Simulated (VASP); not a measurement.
Here is a VASP 6.6.1 calculation.

The input INCAR:

```
  PREC = Accurate
  ENCUT = 520
  EDIFF = 1E-8
  ISMEAR = -1
  SIGMA = 0.01
  LREAL = Auto
  LASPH = True
  NELM = 100
  ALGO = Normal
  ISIF = 2
  LWAVE = False
  LCHARG = False
  GGA = PE
  LEFG = True
  NELECT = 344.0
  NBANDS = 198
```

File KPOINTS:

```
regular mesh
0
Gamma
  3 3 3
```

Contents of POSCAR:

```
Ga16O23
1.0
   -4.9973983878     -2.8852493044      4.4835497685
    4.9973983878     -2.8852493044      4.4835497685
    0.0000000000      5.7704986088      4.4835497685
Ga O
16 23
Direct
    0.8555855800      0.8555855800      0.8555855800
    0.3555855800      0.3555855800      0.8555855800
    0.3555855800      0.8555855800      0.3555855800
    0.8555855800      0.3555855800      0.3555855800
    0.6444144200      0.6444144200      0.6444144200
    0.1444144200      0.1444144200      0.6444144200
    0.1444144200      0.6444144200      0.1444144200
    0.6444144200      0.1444144200      0.1444144200
    0.1444144200      0.1444144200      0.1444144200
    0.6444144200      0.6444144200      0.1444144200
    0.6444144200      0.1444144200      0.6444144200
    0.1444144200      0.6444144200      0.6444144200
    0.3555855800      0.3555855800      0.3555855800
    0.8555855800      0.8555855800      0.3555855800
    0.8555855800      0.3555855800      0.8555855800
    0.3555855800      0.8555855800      0.8555855800
    0.7500000000      0.9015835900      0.5984164100
    0.7500000000      0.4015835900      0.0984164100
    0.2500000000      0.9015835900      0.0984164100
    0.4015835900      0.5984164100      0.2500000000
    0.9015835900      0.0984164100      0.2500000000
    0.9015835900      0.5984164100      0.7500000000
    0.4015835900      0.0984164100      0.7500000000
    0.5984164100      0.2500000000      0.4015835900
    0.0984164100      0.7500000000      0.4015835900
    0.0984164100      0.2500000000      0.9015835900
    0.5984164100      0.7500000000      0.9015835900
    0.7500000000      0.5984164100      0.4015835900
    0.2500000000      0.0984164100      0.4015835900
    0.2500000000      0.5984164100      0.9015835900
    0.7500000000      0.0984164100      0.9015835900
    0.4015835900      0.7500000000      0.5984164100
    0.9015835900      0.2500000000      0.5984164100
    0.9015835900      0.7500000000      0.0984164100
    0.4015835900      0.2500000000      0.0984164100
    0.5984164100      0.4015835900      0.7500000000
    0.0984164100      0.9015835900      0.7500000000
    0.0984164100      0.4015835900      0.2500000000
    0.5984164100      0.9015835900      0.2500000000
```

Potentials or basis: VASP PAW PBE potentials, release 64 (Ga_d, O).

Launch:

```console
$ cat potpaw_PBE.64/Ga_d/POTCAR potpaw_PBE.64/O/POTCAR > POTCAR
$ mpirun -np 1 vasp_std > vasp.out
```

Predict the largest force.

2.764 eV/Å.

Forces on the atoms (eV/Å):
```
Ga   0.325  0.116  0.335
Ga  -1.055  1.713  1.797
Ga  -0.468 -0.531  0.036
Ga   0.439 -0.178 -0.179
Ga  -0.065 -0.469  0.179
Ga  -0.956  1.770 -1.797
Ga   0.694  0.140 -0.036
Ga  -0.263 -0.224 -0.335
Ga  -0.262  0.210 -0.281
Ga  -0.258 -0.243  0.303
Ga  -0.650  0.166 -0.054
Ga   2.440 -0.166  1.288
Ga  -1.076 -2.196 -1.288
Ga   0.339  0.102 -0.303
Ga   0.181  0.645  0.054
Ga  -0.050  0.332  0.281
O    0.099  0.068  0.025
O   -0.108 -0.052 -0.025
O   -0.063  0.109  0.000
O    0.090  0.854 -0.281
O    0.015 -0.126  0.287
O   -0.915 -0.284 -0.042
O    1.446 -0.878  0.061
O    0.704  0.650  0.042
O   -0.785  0.350  0.281
O    0.038 -1.692 -0.061
O    0.101 -0.076 -0.287
O   -0.100  0.174  0.000
O    0.955  0.269  1.189
O   -0.710 -0.693 -1.189
O    0.162 -0.281  0.000
O   -0.143  0.540 -0.819
O   -0.496 -0.594  0.981
O   -0.227 -0.055  0.061
O    0.362  0.097 -0.063
O    0.763  0.132 -0.981
O   -0.265 -0.265  0.063
O   -0.396  0.394  0.819
O    0.161  0.169 -0.061
```

Caveat: the cell carries a net charge on a neutralising background, which shifts energy and pressure; without QUAD_EFG the Cq values of the log hold for a quadrupole moment of 1 mb, not for the nuclei.
